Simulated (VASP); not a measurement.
# W8C8F in VASP: further runs

Runs on W8C8F. Level: PBE. Tasks: single point.

All numbers are computed with VASP 6.6.1; they aren't measurements. Logs are shortened: lines on timing, memory, paths and dates and some standing lists are left out, and cuts for length are marked.

## (1) The cell of the first run

The cell holds a slab with vacuum, 17 atoms: a = 5.678 Å, b = 5.678 Å, c = 15.183 Å, α = 90.00°, β = 90.00°, γ = 120.00°.

## (2) Single point, PBE

The input, INCAR:

```
PREC = Accurate
ENCUT = 520
EDIFF = 1E-6
ISMEAR = 0
SIGMA = 0.1
LREAL = Auto
LASPH = True
NELM = 100
ALGO = Normal
ISIF = 2
LWAVE = False
LCHARG = False
GGA = PE
NBANDS = 90
```

The input, KPOINTS:

```
Automatic mesh
0
Gamma
  4 4 1
```

The input, POSCAR:

```
W8C8F
1.0
    5.6779000000      0.0000000000      0.0000000000
   -2.8389500000      4.9172060000      0.0000000000
    0.0000000000      0.0000000000     15.1826300000
W C F
8 8 1
Direct
    0.0000000000      0.0000000000      0.0658646756
   -0.0001806955      0.0001236475      0.2571362142
    0.0000000000      0.5000000000      0.0658646756
   -0.0020628485      0.4991240961      0.2563115218
    0.5000000000      0.0000000000      0.0658646756
    0.5007446087      0.0019805963      0.2563153419
    0.5000000000      0.5000000000      0.0658646756
    0.5008105974      0.4991533810      0.2562654823
    0.3329465397      0.1664365902      0.1540673124
    0.3372774272      0.1688721197      0.3327461053
    0.3332907662      0.6667034084      0.1557243376
    0.3333639738      0.6666722932      0.3416785498
    0.8334066936      0.1664805176      0.1540914189
    0.8312349705      0.1687972804      0.3327899712
    0.8334317086      0.6669722603      0.1540642827
    0.8312356671      0.6627513673      0.3327839775
    0.3341603840      0.6665327830      0.4292550764
```

Potentials or basis: VASP PAW PBE potentials, release 64 (W_sv, C, F).

The run is started by

```sh
> cat potpaw_PBE.64/W_sv/POTCAR potpaw_PBE.64/C/POTCAR potpaw_PBE.64/F/POTCAR > POTCAR
> mpirun -np 1 vasp_std > vasp.out
```

OUTCAR:

```text
PREC = Accurate
   ENCUT = 520
   EDIFF = 1E-6
   ISMEAR = 0
   LREAL = Auto
   LASPH = True
   NELM = 100
   ISIF = 2
   GGA = PE

 ion  position               nearest neighbor table
   1  0.000  0.000  0.066-   9 2.12  15 2.12  13 2.12   5 2.84   5 2.84   3 2.84   3 2.84   7 2.84
                             7 2.84   2 2.90
   2  1.000  0.000  0.257-  14 2.02  16 2.02  10 2.02  13 2.26   9 2.27  15 2.27   4 2.84   8 2.84
                             6 2.84   6 2.84   8 2.84   4 2.84   1 2.90
   3  0.000  0.500  0.066-  15 2.12  13 2.12  11 2.13   7 2.84   7 2.84   5 2.84   1 2.84   1 2.84
                             5 2.84   4 2.89
   4  0.998  0.499  0.256-  16 2.00  14 2.00  12 2.10  11 2.25  15 2.25  13 2.25   8 2.82   6 2.82
                             2 2.84   2 2.84   6 2.86   8 2.86   3 2.89
   5  0.500  0.000  0.066-  13 2.12   9 2.12  11 2.13   1 2.84   1 2.84   3 2.84   7 2.84   7 2.84
                             3 2.84   6 2.89
   6  0.501  0.002  0.256-  10 2.00  14 2.00  12 2.10  11 2.25   9 2.25  13 2.25   8 2.82   4 2.82
                             2 2.84   2 2.84   4 2.86   8 2.86   5 2.89
   7  0.500  0.500  0.066-  15 2.12   9 2.12  11 2.13   3 2.84   3 2.84   1 2.84   5 2.84   5 2.84
                             1 2.84   8 2.89
   8  0.501  0.499  0.256-  10 2.00  16 2.00  12 2.10  11 2.25  15 2.25   9 2.25   6 2.82   4 2.82
                             2 2.84   2 2.84   4 2.86   6 2.86   7 2.89
   9  0.333  0.166  0.154-   1 2.12   5 2.12   7 2.12   6 2.25   8 2.25   2 2.27
  10  0.337  0.169  0.333-   6 2.00   8 2.00   2 2.02
  11  0.333  0.667  0.156-   3 2.13   5 2.13   7 2.13   8 2.25   6 2.25   4 2.25
  12  0.333  0.667  0.342-  17 1.33   8 2.10   6 2.10   4 2.10
  13  0.833  0.166  0.154-   1 2.12   5 2.12   3 2.12   4 2.25   6 2.25   2 2.26
  14  0.831  0.169  0.333-   4 2.00   6 2.00   2 2.02
  15  0.833  0.667  0.154-   1 2.12   7 2.12   3 2.12   4 2.25   8 2.25   2 2.27
  16  0.831  0.663  0.333-   4 2.00   8 2.00   2 2.02
  17  0.334  0.667  0.429-  12 1.33

  LATTYP: Found a hexagonal cell.
 ALAT       =     5.6779000000
 C/A-ratio  =     2.6739868613

  Lattice vectors:

 A1 = (   5.6779000000,   0.0000000000,   0.0000000000)
 A2 = (  -2.8389500000,   4.9172060000,   0.0000000000)
 A3 = (   0.0000000000,   0.0000000000,  15.1826300000)

Analysis of symmetry for initial positions (statically):
=====================================================================
 Subroutine PRICEL returns:
 Original cell was already a primitive cell.

 Routine SETGRP: Setting up the symmetry group for a
 hexagonal supercell.

 Subroutine GETGRP returns: Found  1 space group operations
 (whereof  1 operations were pure point group operations)
 out of a pool of 24 trial point group operations.

The static configuration has the point symmetry C_1 .

Analysis of symmetry for dynamics (positions and initial velocities):
=====================================================================
 Subroutine PRICEL returns:
 Original cell was already a primitive cell.

 Routine SETGRP: Setting up the symmetry group for a
 hexagonal supercell.

 Subroutine GETGRP returns: Found  1 space group operations
 (whereof  1 operations were pure point group operations)
 out of a pool of 24 trial point group operations.

The dynamic configuration has the point symmetry C_1 .

 Subroutine INISYM returns: Found  1 space group operations
 (whereof  1 operations are pure point group operations),
 and found     1 'primitive' translations

----------------------------------------------------------------------------------------

                                     Primitive cell

  volume of cell :     423.8900

  direct lattice vectors                    reciprocal lattice vectors
     5.677900000  0.000000000  0.000000000     0.176121453  0.101683761  0.000000000
    -2.838950000  4.917206000  0.000000000     0.000000000  0.203367522  0.000000000
     0.000000000  0.000000000 15.182630000     0.000000000  0.000000000  0.065864741

  length of vectors
     5.677900000  5.677900312 15.182630000     0.203367533  0.203367522  0.065864741

  position of ions in fractional coordinates (direct lattice)
     0.000000000  0.000000000  0.065864676
     0.999819305  0.000123647  0.257136214
     0.000000000  0.500000000  0.065864676
     0.997937151  0.499124096  0.256311522
     0.500000000  0.000000000  0.065864676
     0.500744609  0.001980596  0.256315342
[... 9 lines left out ...]
     0.831235667  0.662751367  0.332783978
     0.334160384  0.666532783  0.429255076

  ion indices of the primitive-cell ions
   primitive index   ion index
                 1           1
                 2           2
                 3           3
                 4           4
                 5           5
                 6           6
[... 9 lines left out ...]
                16          16
                17          17

----------------------------------------------------------------------------------------

 KPOINTS: Automatic mesh

Automatic generation of k-mesh.
 Grid dimensions read from file:
 generate k-points for:    4    4    1

 Generating k-lattice:

  Cartesian coordinates                     Fractional coordinates (reciprocal lattice)
     0.044030363  0.025420940  0.000000000     0.250000000  0.000000000  0.000000000
     0.000000000  0.050841881  0.000000000     0.000000000  0.250000000  0.000000000
     0.000000000  0.000000000  0.065864741     0.000000000  0.000000000  1.000000000

  Length of vectors
     0.050841883  0.050841881  0.065864741

  Shift w.r.t. Gamma in fractional coordinates (k-lattice)
     0.000000000  0.000000000  0.000000000

 Subroutine IBZKPT returns following result:
 ===========================================

 Found     10 irreducible k-points:

 Following reciprocal coordinates:
            Coordinates               Weight
  0.000000  0.000000  0.000000      1.000000
  0.250000  0.000000  0.000000      2.000000
  0.000000  0.250000  0.000000      2.000000
 -0.250000  0.250000  0.000000      2.000000
  0.500000  0.000000  0.000000      1.000000
  0.000000  0.500000  0.000000      1.000000
  0.500000  0.500000  0.000000      1.000000
  0.250000  0.250000  0.000000      2.000000
 -0.250000  0.500000  0.000000      2.000000
  0.500000  0.250000  0.000000      2.000000
   k-points           NKPTS =     10   k-points in BZ     NKDIM =     10   number of bands    NBANDS=     90
   number of dos      NEDOS =    301   number of ions     NIONS =     17
   total plane-waves  NPLWV = 211680
   dimension x,y,z NGX =    42 NGY =   42 NGZ =  120
   dimension x,y,z NGXF=    84 NGYF=   84 NGZF=  240
   ions per type =               8   8   1
   NGX,Y,Z   is equivalent  to a cutoff of  12.30, 12.30, 13.14 a.u.
   NGXF,Y,Z  is equivalent  to a cutoff of  24.59, 24.59, 26.28 a.u.
 SYSTEM =  unknown system
   PREC   = accura    normal or accurate (medium, high low for compatibility)
   ISTART =      0    job   : 0-new  1-cont  2-samecut
   ICHARG =      2    charge: 1-file 2-atom 10-const
   ISPIN  =      1    spin polarized calculation?
   LNONCOLLINEAR =      F non collinear calculations
   LSORBIT =      F    spin-orbit coupling
   LASPH  =      T    aspherical Exc in radial PAW
   ENCUT  =  520.0 eV  38.22 Ry    6.18 a.u.  10.56 10.56 28.23*2*pi/ulx,y,z
   NELM   =    100;   NELMIN=  2; NELMDL= -5     # of ELM steps
   EDIFF  = 0.1E-05   stopping-criterion for ELM
   LREAL  =      T    real-space projection
   EDIFFG = 0.1E-04   stopping-criterion for IOM
   NSW    =      0    number of steps for IOM
   IBRION =     -1    ionic relax: 0-MD 1-quasi-New 2-CG
   NFREE  =      0    steps in history (QN), initial steepest desc. (CG)
   ISIF   =      2    stress and relaxation
   ISYM   =      2    0-nonsym 1-usesym 2-fastsym
   POTIM  = 0.5000    time-step for ionic-motion
   TEBEG  =    0.0;   TEEND  =   0.0 temperature during run
   PSTRESS=    0.0 pullay stress
   NELECT =     151.0000    total number of electrons
   NUPDOWN=      -1.0000    fix difference up-down
   EMIN   =  10.00;   EMAX   =-10.00  energy-range for DOS
   EFERMI =   0.00;   METHOD = LEGACY
   ISMEAR =     0;   SIGMA  =   0.10  broadening in eV -4-tet -1-fermi 0-gaus
   EFERMI_NEDOS =   21; number of points for ismear=-14 and -15
   IALGO  =     38    algorithm
   IMIX   =      4    mixing-type and parameters
     AMIX     =   0.40;   BMIX     =  1.00
     AMIX_MAG =   1.60;   BMIX_MAG =  1.00
  volume/ion in A,a.u.               =      24.93       168.27
  Fermi-wavevector in a.u.,A,eV,Ry     =   1.160511  2.193049 18.324147  1.346787
  Thomas-Fermi vector in A             =   2.297093
   LORBIT       =      0    0 simple, 1 ext, 2 COOP (PROOUT), +10 PAW based schemes
   GGA     = PE    functional components
   LHFCALC =     F    Hartree Fock is set to
   AEXX    =    0.0000 exact exchange contribution
   IVDW    =     0    specifies the selected vdW correction
   LEPSILON=     F    determine dielectric tensor
   LRPA    =     F    only Hartree local field effects (RPA)
 non-spin polarized calculation
 Gauss-broadening in eV      SIGMA  =   0.10
  energy-cutoff  :      520.00
  volume of cell :      423.89
 maximum number of plane-waves:     11469
   NGX = 21   NGY = 21   NGZ = 57

 number of electron     151.0000036 magnetization

 Free energy of the ion-electron system (eV)
  ---------------------------------------------------
  ext. energy  EPLUGINS =         0.00000000
  ---------------------------------------------------
  free energy    TOTEN  =      -166.68298453 eV

  energy without entropy =     -166.63257148  energy(sigma->0) =     -166.65777800

 E-fermi :   1.0410     XC(G=0):  -6.8186

 val. band max:        1.0207269779   @ k =   0.5000   0.5000   0.0000
 cond. band min:       1.0604697884   @ k =  -0.2500   0.2500   0.0000
 fundamental gap:      0.0397428105
 Fermi energy:         1.0409969937

 k-point     1 :       0.0000    0.0000    0.0000
  band No.  band energies     occupation
      1     -72.7210      2.00000
      2     -72.6508      2.00000
      3     -72.6467      2.00000
      4     -72.6465      2.00000
      5     -72.6369      2.00000
      6     -72.5327      2.00000
[... 889 lines left out ...]
     86       3.6796      0.00000
     87       3.7503      0.00000
 [bands above 87 left out]

------------------------ aborting loop because EDIFF is reached ----------------------------------------

  FORCE on cell =-STRESS in cart. coord.  units (eV):
  Direction    XX          YY          ZZ          XY          YZ          ZX
  --------------------------------------------------------------------------------------
  -------------------------------------------------------------------------------------
  Total       24.7927645     24.7819597      1.4015161     -0.0200865     -0.0143471      0.0005783
  in kB       93.7092339     93.6683948      5.2973116     -0.0759209     -0.0542278      0.0021858
  external PRESSURE =      64.2249801 kB  Pullay stress =       0.0000000 kB

 VOLUME and BASIS-vectors are now :
 -----------------------------------------------------------------------------
  energy-cutoff  :      520.00
  volume of cell :      423.89
      direct lattice vectors                 reciprocal lattice vectors
     5.677900000  0.000000000  0.000000000     0.176121453  0.101683761  0.000000000
    -2.838950000  4.917206000  0.000000000     0.000000000  0.203367522  0.000000000
     0.000000000  0.000000000 15.182630000     0.000000000  0.000000000  0.065864741

 POSITION                                       TOTAL-FORCE (eV/Angst)
 -----------------------------------------------------------------------------------
      0.00000      0.00000      1.00000        -0.005357      0.000688     -0.134748
      5.67652      0.00061      3.90400         0.012664     -0.010465     -0.035505
     -1.41948      2.45860      1.00000         0.076744      0.045675     -0.026453
      4.24920      2.45430      3.89148         0.028430      0.015882     -0.018164
      2.83895      0.00000      1.00000        -0.003329     -0.092469     -0.027965
      2.83755      0.00974      3.89154         0.016180     -0.023610     -0.023875
[... 9 lines left out ...]
      2.83816      3.25888      5.05254        -0.005948     -0.005089      0.086067
      0.00508      3.27748      6.51722        -0.012402      0.001535      0.404265
 -----------------------------------------------------------------------------------
    total drift:                                0.004658     -0.004811      0.005776

  FREE ENERGIE OF THE ION-ELECTRON SYSTEM (eV)
  ---------------------------------------------------
  free  energy   TOTEN  =      -166.6829845279 eV

  energy  without entropy=     -166.6325714797  energy(sigma->0) =     -166.65777800
```

Wall time 16 min (1 thread of Intel Xeon Platinum 8488C (Sapphire Rapids), shared host); peak memory 0.61 GiB.

Results:

- Free energy: -166.6830 eV
- Largest force: 0.404 eV/Å
- Band gap on the k mesh: zero (an odd number of electrons rules out a gap without spin polarisation)

Forces in eV/Å, atoms in the order of the input:
```
W   -0.005  0.001 -0.135
W    0.013 -0.010 -0.036
W    0.077  0.046 -0.026
W    0.028  0.016 -0.018
W   -0.003 -0.092 -0.028
W    0.016 -0.024 -0.024
W   -0.084  0.046 -0.031
W   -0.003  0.009 -0.022
C   -0.009  0.005 -0.003
C    0.002 -0.001  0.099
C   -0.002 -0.002  0.000
C   -0.002  0.003 -0.351
C    0.002  0.002 -0.007
C   -0.010 -0.001  0.093
C   -0.001  0.007 -0.003
C   -0.006 -0.005  0.086
F   -0.012  0.002  0.404
```

Caveat: spin-orbit coupling is left out, which moves the levels of the heavy elements; an odd number of electrons without spin polarisation forces a metal; a magnetic or distorted state may lie lower.

(Part 1 of 2 ends here.)
